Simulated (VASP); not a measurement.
# Pt (P6_3/mmc) in VASP: notebook

The runs below take Pt through relaxation of cell and atoms, single point, with PBE.

Program: VASP 6.6.1. These are calculated values, not measurements. Logs are shortened: lines on timing, memory, paths and dates and some standing lists are left out, and cuts for length are marked.

**1. The cell of the first run**

It takes space group P6_3/mmc (No. 194, hexagonal). Conventional cell: a = 2.758 Å, b = 2.758 Å, c = 4.780 Å, α = 90.00°, β = 90.00°, γ = 120.00°. Within 3.6 Å of Pt (site symmetry -6m2) lie 12 Pt at 2.76 to 2.87 Å.

**2. Relaxation of cell and atoms, PBE**

INCAR

```
SYSTEM = Pt
ALGO     = Normal         ! electronic algorithm
EDIFF    = 1E-7           ! SCF threshold, eV
EDIFFG   = -0.01          ! ionic threshold
ENCUT    = 600            ! plane-wave cutoff, eV
GGA      = PE             ! functional
IBRION   = 2              ! ionic algorithm
ISIF     = 3              ! what is computed and relaxed
ISMEAR   = 1              ! smearing method
LASPH    = .TRUE.         ! aspherical terms in the spheres
LCHARG   = .FALSE.        ! write CHGCAR
LREAL    = .FALSE.        ! projectors in reciprocal space
LWAVE    = .FALSE.        ! write WAVECAR
NELM     = 60             ! most SCF steps
NSW      = 80             ! ionic steps
PREC     = Accurate       ! precision mode
SIGMA    = 0.05           ! smearing width, eV
```

KPOINTS

```
k-points
0
G
  17 17 9
  0 0 0
```

POSCAR

```
Pt
1.0
    2.7582215051      0.0000000000      0.0000000000
   -1.3791107525      2.3886898927      0.0000000000
    0.0000000000      0.0000000000      4.7795878017
Pt
2
Direct
    0.3333333333      0.6666666667      0.2500000000
    0.6666666667      0.3333333333      0.7500000000
```

Potentials or basis: VASP PAW PBE potentials, release 64 (Pt).

The run is started by

```
$ cat potpaw_PBE.64/Pt/POTCAR > POTCAR
$ mpirun -np 1 vasp_std > vasp.out
```

OUTCAR:

```text
SYSTEM = Pt
   EDIFF = 1E-7
   EDIFFG = -0.01
   ENCUT = 600
   GGA = PE
   IBRION = 2
   ISIF = 3
   ISMEAR = 1
   LASPH = .TRUE.
   LREAL = .FALSE.
   NELM = 60
   NSW = 80
   PREC = Accurate

 ion  position               nearest neighbor table
   1  0.333  0.667  0.250-   2 2.87   2 2.87   2 2.87   2 2.87   2 2.87   2 2.87
   2  0.667  0.333  0.750-   1 2.87   1 2.87   1 2.87   1 2.87   1 2.87   1 2.87

  LATTYP: Found a hexagonal cell.
 ALAT       =     2.7582215051
 C/A-ratio  =     1.7328513293

  Lattice vectors:

 A1 = (   2.7582215051,   0.0000000000,   0.0000000000)
 A2 = (  -1.3791107525,   2.3886898927,   0.0000000000)
 A3 = (   0.0000000000,   0.0000000000,   4.7795878017)

Analysis of symmetry for initial positions (statically):
=====================================================================
 Subroutine PRICEL returns:
 Original cell was already a primitive cell.

 Routine SETGRP: Setting up the symmetry group for a
 hexagonal supercell.

 Subroutine GETGRP returns: Found 24 space group operations
 (whereof 12 operations were pure point group operations)
 out of a pool of 24 trial point group operations.

The static configuration has the point symmetry D_3d.
 The point group associated with its full space group is D_6h.

Analysis of symmetry for dynamics (positions and initial velocities):
=====================================================================
 Subroutine PRICEL returns:
 Original cell was already a primitive cell.

 Routine SETGRP: Setting up the symmetry group for a
 hexagonal supercell.

 Subroutine GETGRP returns: Found 24 space group operations
 (whereof 12 operations were pure point group operations)
 out of a pool of 24 trial point group operations.

The dynamic configuration has the point symmetry D_3d.
 The point group associated with its full space group is D_6h.

 Subroutine INISYM returns: Found 24 space group operations
 (whereof 12 operations are pure point group operations),
 and found     1 'primitive' translations

----------------------------------------------------------------------------------------

                                     Primitive cell

  volume of cell :      31.4905

  direct lattice vectors                    reciprocal lattice vectors
     2.758221505  0.000000000  0.000000000     0.362552463  0.209319762  0.000000000
    -1.379110752  2.388689893  0.000000000     0.000000000  0.418639524  0.000000000
     0.000000000  0.000000000  4.779587802     0.000000000  0.000000000  0.209223063

  length of vectors
     2.758221505  2.758221505  4.779587802     0.418639524  0.418639524  0.209223063

  position of ions in fractional coordinates (direct lattice)
     0.333333333  0.666666667  0.250000000
     0.666666667  0.333333333  0.750000000

  ion indices of the primitive-cell ions
   primitive index   ion index
                 1           1
                 2           2

----------------------------------------------------------------------------------------

 KPOINTS: k-points

Automatic generation of k-mesh.
 Grid dimensions read from file:
 generate k-points for:   17   17    9

 Generating k-lattice:

  Cartesian coordinates                     Fractional coordinates (reciprocal lattice)
     0.021326615  0.012312927  0.000000000     0.058823529  0.000000000  0.000000000
     0.000000000  0.024625854  0.000000000     0.000000000  0.058823529  0.000000000
     0.000000000  0.000000000  0.023247007     0.000000000  0.000000000  0.111111111

  Length of vectors
     0.024625854  0.024625854  0.023247007

  Shift w.r.t. Gamma in fractional coordinates (k-lattice)
     0.000000000  0.000000000  0.000000000

 Subroutine IBZKPT returns following result:
 ===========================================

 Found    165 irreducible k-points:

 Following reciprocal coordinates:
            Coordinates               Weight
  0.000000  0.000000  0.000000      1.000000
  0.058824  0.000000  0.000000      6.000000
  0.117647  0.000000  0.000000      6.000000
  0.176471  0.000000  0.000000      6.000000
  0.235294  0.000000  0.000000      6.000000
  0.294118  0.000000  0.000000      6.000000
[... 16 lines left out ...]
  0.411765  0.117647  0.000000     12.000000
  0.176471  0.176471  0.000000      6.000000
 [... further k-points ...]
   k-points           NKPTS =    165   k-points in BZ     NKDIM =    165   number of bands    NBANDS=     14
   number of dos      NEDOS =    301   number of ions     NIONS =      2
   total plane-waves  NPLWV =  23040
   dimension x,y,z NGX =    24 NGY =   24 NGZ =   40
   dimension x,y,z NGXF=    48 NGYF=   48 NGZF=   80
   ions per type =               2
   NGX,Y,Z   is equivalent  to a cutoff of  14.47, 14.47, 13.91 a.u.
   NGXF,Y,Z  is equivalent  to a cutoff of  28.93, 28.93, 27.83 a.u.
 SYSTEM =  Pt
   PREC   = accura    normal or accurate (medium, high low for compatibility)
   ISTART =      0    job   : 0-new  1-cont  2-samecut
   ICHARG =      2    charge: 1-file 2-atom 10-const
   ISPIN  =      1    spin polarized calculation?
   LNONCOLLINEAR =      F non collinear calculations
   LSORBIT =      F    spin-orbit coupling
   LASPH  =      T    aspherical Exc in radial PAW
   ENCUT  =  600.0 eV  44.10 Ry    6.64 a.u.   5.51  5.51  9.55*2*pi/ulx,y,z
   NELM   =     60;   NELMIN=  2; NELMDL= -5     # of ELM steps
   EDIFF  = 0.1E-06   stopping-criterion for ELM
   LREAL  =      F    real-space projection
   EDIFFG = -.1E-01   stopping-criterion for IOM
   NSW    =     80    number of steps for IOM
   IBRION =      2    ionic relax: 0-MD 1-quasi-New 2-CG
   NFREE  =      1    steps in history (QN), initial steepest desc. (CG)
   ISIF   =      3    stress and relaxation
   ISYM   =      2    0-nonsym 1-usesym 2-fastsym
   POTIM  = 0.5000    time-step for ionic-motion
   TEBEG  =    0.0;   TEEND  =   0.0 temperature during run
   PSTRESS=    0.0 pullay stress
   NELECT =      20.0000    total number of electrons
   NUPDOWN=      -1.0000    fix difference up-down
   EMIN   =  10.00;   EMAX   =-10.00  energy-range for DOS
   EFERMI =   0.00;   METHOD = LEGACY
   ISMEAR =     1;   SIGMA  =   0.05  broadening in eV -4-tet -1-fermi 0-gaus
   EFERMI_NEDOS =   21; number of points for ismear=-14 and -15
   IALGO  =     38    algorithm
   IMIX   =      4    mixing-type and parameters
     AMIX     =   0.40;   BMIX     =  1.00
     AMIX_MAG =   1.60;   BMIX_MAG =  1.00
  volume/ion in A,a.u.               =      15.75       106.25
  Fermi-wavevector in a.u.,A,eV,Ry     =   1.407208  2.659238 26.942734  1.980235
  Thomas-Fermi vector in A             =   2.529491
   LORBIT       =      0    0 simple, 1 ext, 2 COOP (PROOUT), +10 PAW based schemes
   GGA     = PE    functional components
   LHFCALC =     F    Hartree Fock is set to
   AEXX    =    0.0000 exact exchange contribution
   IVDW    =     0    specifies the selected vdW correction
   LEPSILON=     F    determine dielectric tensor
   LRPA    =     F    only Hartree local field effects (RPA)
 conjugate gradient relaxation of ions
 non-spin polarized calculation
 Methfessel and Paxton  Order N= 1 SIGMA  =   0.05
  energy-cutoff  :      600.00
  volume of cell :       31.49
 maximum number of plane-waves:      1075
 NGX is ok and might be reduce to    24
   NGX = 11   NGY = 11   NGZ = 19

--------------------------------------- Ionic step        1  -------------------------------------------

 number of electron      20.0000003 magnetization

 Free energy of the ion-electron system (eV)
  ---------------------------------------------------
  ext. energy  EPLUGINS =         0.00000000
  ---------------------------------------------------
  free energy    TOTEN  =       -12.08365613 eV

  energy without entropy =      -12.08381951  energy(sigma->0) =      -12.08371059

------------------------ aborting loop because EDIFF is reached ----------------------------------------

  FORCE on cell =-STRESS in cart. coord.  units (eV):
  Direction    XX          YY          ZZ          XY          YZ          ZX
  --------------------------------------------------------------------------------------
  -------------------------------------------------------------------------------------
  Total       -0.0674420     -0.0674420     -0.0769415     -0.0000000      0.0000000      0.0000000
  in kB       -3.4313226     -3.4313226     -3.9146395     -0.0000000      0.0000000      0.0000000
  external PRESSURE =      -3.5924282 kB  Pullay stress =       0.0000000 kB
[... 57 lines left out ...]
  energy  without entropy=      -12.0835707170  energy(sigma->0) =      -12.08345962

--------------------------------------- Ionic step        3  -------------------------------------------

 number of electron      20.0000003 magnetization

 Free energy of the ion-electron system (eV)
  ---------------------------------------------------
  ext. energy  EPLUGINS =         0.00000000
  ---------------------------------------------------
  free energy    TOTEN  =       -12.08371231 eV

  energy without entropy =      -12.08387654  energy(sigma->0) =      -12.08376706

 E-fermi :  10.4298     XC(G=0): -13.2372

 val. band max:       10.4270969718   @ k =   0.4706   0.0000   0.3333
 cond. band min:      10.4375376739   @ k =   0.4118   0.0588   0.0000
 fundamental gap:      0.0104407021
 Fermi energy:        10.4297656441

 k-point     1 :       0.0000    0.0000    0.0000
  band No.  band energies     occupation
      1       0.7225      2.00000
      2       3.3715      2.00000
      3       6.5073      2.00000
      4       7.0194      2.00000
      5       7.0194      2.00000
      6       7.3887      2.00000
      7       7.3887      2.00000
      8       8.6357      2.00000
      9       8.6357      2.00000
     10       9.7402      2.00000
     11      10.2313      2.00000
     12      10.2313      2.00000
     13      15.1849      0.00000
     14      25.5701      0.00000
[... 375 lines left out ...]
 k-point    24 :       0.1765    0.1765    0.0000
  band No.  band energies     occupation
      1       3.5570      2.00000
      2       5.3221      2.00000
      3       5.6263      2.00000
      4       5.7407      2.00000
      5       6.7390      2.00000
      6       7.0777      2.00000
      7       7.9536      2.00000
      8       8.0618      2.00000
      9       9.5384      2.00000
     10      10.1065      2.00000
     11      10.2125      2.00000
     12      15.3461      0.00000
     13      16.7191      0.00000
     14      21.7653      0.00000

 [... further k-points ...]
[... 5 lines left out ...]
  --------------------------------------------------------------------------------------
  -------------------------------------------------------------------------------------
  Total        0.0106033      0.0106033     -0.0061928      0.0000000     -0.0000000      0.0000000
  in kB        0.5403122      0.5403122     -0.3155631      0.0000000     -0.0000000      0.0000000
  external PRESSURE =       0.2550204 kB  Pullay stress =       0.0000000 kB
[... 17 lines left out ...]
  FREE ENERGIE OF THE ION-ELECTRON SYSTEM (eV)
  ---------------------------------------------------
  free  energy   TOTEN  =       -12.0837123148 eV

  energy  without entropy=      -12.0838765412  energy(sigma->0) =      -12.08376706

 reached required accuracy - stopping structural energy minimisation
```

Wall time 70 s (1 thread of Intel Xeon 6975P-C, shared host); peak memory 0.22 GiB.

What came out:

```
Free energy                            : -12.0837 eV
Relaxed volume                         : 15.72 Å³/atom
Relaxed cell                           : a = 2.757 Å, b = 2.757 Å, c = 4.777 Å, α = 90.00°, β = 90.00°, γ = 120.00°
Space group after relaxing (to 0.05 Å) : P6_3/mmc (No. 194)
Energy gained by relaxing              : 0.0 meV/atom
Ionic steps                            : 3
Pressure after relaxing                : 0.0 GPa
Band gap on the k mesh                 : zero (band 10 reaches 10.90 eV, above the bottom of band 11 at 9.69 eV)
```

Stress tensor (GPa, compression positive):
```
 0.05  0.00  0.00
 0.00  0.05  0.00
 0.00  0.00 -0.03
```

Final structure:
```yaml
crystal:
  lattice:
    - [2.75687, 0.00000, 0.00000]
    - [-1.37843, 2.38752, 0.00000]
    - [0.00000, 0.00000, 4.77691]
  atoms:
    - { symbol: Pt, position: [0.33333, 0.66667, 0.25000] }
    - { symbol: Pt, position: [0.66667, 0.33333, 0.75000] }
```

Levels at points of the mesh, in eV from the Fermi level:
| k point | band 7 | band 8 | band 9 | band 10 | band 11 | band 12 | band 13 | band 14 |
| --- | --- | --- | --- | --- | --- | --- | --- | --- |
| (0.00, 0.00, 0.00) | -3.04 | -1.79 | -1.79 | -0.69 | -0.20 | -0.20 | 4.76 | 15.14 |

Caveat: spin-orbit coupling is left out, which moves the levels of the heavy elements.

**3. Single point, PBE**

This run uses another cell than the first one, of 15.51 Å³/atom, 0.985 times its volume.

INCAR

```
  PREC = Accurate
  ENCUT = 520
  EDIFF = 1E-6
  ISMEAR = 1
  SIGMA = 0.05
  LREAL = False
  LASPH = True
  NELM = 60
  ALGO = Normal
  ISIF = 2
  LWAVE = False
  LCHARG = False
  GGA = PE
  NBANDS = 17
```

KPOINTS

```
Automatic mesh
0
Gamma
  17 17 9
```

POSCAR

```
Pt
1.0
    2.7443608616      0.0000000000      0.0000000000
   -1.3721804308      2.3766862233      0.0000000000
    0.0000000000      0.0000000000      4.7555693671
Pt
2
Direct
    0.3333333333      0.6666666667      0.2500000000
    0.6666666667      0.3333333333      0.7500000000
```

Potentials or basis: VASP PAW PBE potentials, release 64 (Pt).

The run is started by

```
$ cat potpaw_PBE.64/Pt/POTCAR > POTCAR
$ mpirun -np 1 vasp_std > vasp.out
```

It took 28 s on 1 thread of Intel Xeon 6975P-C (Granite Rapids), shared host; peak memory 0.19 GiB.

Results (log left out):

* Free energy: -12.0787 eV
* Pressure: 3.3 GPa
* Band gap on the k mesh: zero (band 10 reaches 11.17 eV, above the bottom of band 11 at 9.93 eV)

Stress tensor (GPa, compression positive):
```
3.54 0.00 0.00
0.00 3.54 0.00
0.00 0.00 2.96
```

Levels at points of the mesh, in eV from the Fermi level:
```
           k point  band 7  band 8  band 9  band 10  band 11  band 12  band 13  band 14
(0.00, 0.00, 0.00)   -3.11   -1.84   -1.84    -0.75    -0.20    -0.20     4.84    15.12
```

Caveat: spin-orbit coupling is left out, which moves the levels of the heavy elements.

**4. Single point, PBE**

INCAR

```
  PREC = Accurate
  ENCUT = 520
  EDIFF = 1E-7
  ISMEAR = 1
  SIGMA = 0.05
  LREAL = F
  LASPH = T
  NELM = 60
  ALGO = Normal
  ISIF = 2
  LWAVE = F
  LCHARG = F
  GGA = PE
  NBANDS = 17
```

KPOINTS is that of step 3.

POSCAR

```
Pt
1.0
    2.7582215051      0.0000000000      0.0000000000
   -1.3791107525      2.3886898927      0.0000000000
    0.0000000000      0.0000000000      4.7795878017
Pt
2
Direct
    0.3333333333      0.6666666667      0.2500000000
    0.6666666667      0.3333333333      0.7500000000
```

The run is started by

```
$ cat potpaw_PBE.64/Pt/POTCAR > POTCAR
$ mpirun -np 1 vasp_std > vasp.out
```

Run time: 32 s. Hardware: 1 thread of Intel Xeon 6975P-C (Granite Rapids), shared host; peak memory 0.21 GiB.

The run converged. Its results:

| Quantity | Value |
| --- | --- |
| Free energy | -12.0834 eV |
| Pressure | -0.4 GPa |
| Band gap on the k mesh | zero (band 10 reaches 10.87 eV, above the bottom of band 11 at 9.67 eV) |

Levels at points of the mesh, in eV from the Fermi level:
```tsv
k point	band 6	band 7	band 8	band 9	band 10	band 11	band 12	band 13	band 14	band 15
(0.00, 0.00, 0.00)	-3.03	-3.03	-1.79	-1.79	-0.68	-0.20	-0.20	4.74	15.14	15.75
```

Caveat: spin-orbit coupling is left out, which moves the levels of the heavy elements.

[end of part 1 of 2]
